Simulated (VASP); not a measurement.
Input of a VASP 6.6.1 run:

INCAR

```
SYSTEM = Ir
PREC     = Accurate       ! precision mode
ENCUT    = 520            ! plane-wave cutoff, eV
EDIFF    = 1E-6           ! SCF threshold, eV
ISMEAR   = 1              ! smearing method
SIGMA    = 0.1            ! smearing width, eV
LREAL    = .False.        ! projectors in reciprocal space
LASPH    = .True.         ! aspherical terms in the spheres
NELM     = 80             ! most SCF steps
ALGO     = Normal         ! electronic algorithm
ISIF     = 2              ! what is computed and relaxed
LWAVE    = .False.        ! write WAVECAR
LCHARG   = .False.        ! write CHGCAR
NBANDS   = 10             ! bands
```

File KPOINTS:

```
Automatic mesh
0
Gamma
  10 10 10
  0 0 0
```

The input POSCAR:

```
Ir
1.0
    0.0000000000      1.9055139871      1.9055139871
    1.9055139871      0.0000000000      1.9055139871
    1.9055139871      1.9055139871      0.0000000000
Ir
1
Direct
    0.0000000000      0.0000000000      0.0000000000
```

Potentials or basis: VASP PAW LDA potentials, release 64 (Ir).

Launch:

```bash
$ cat potpaw_LDA.64/Ir/POTCAR > POTCAR
$ mpirun -np 1 vasp_std > vasp.out
```

**Question.** What does it give for the band gap on the k mesh?

**Answer.** Zero (an odd number of electrons rules out a gap without spin polarisation).

**Question.** What does it give for the pressure?

**Answer.** 2.6 GPa.

Caveat: spin-orbit coupling is left out, which moves the levels of the heavy elements.
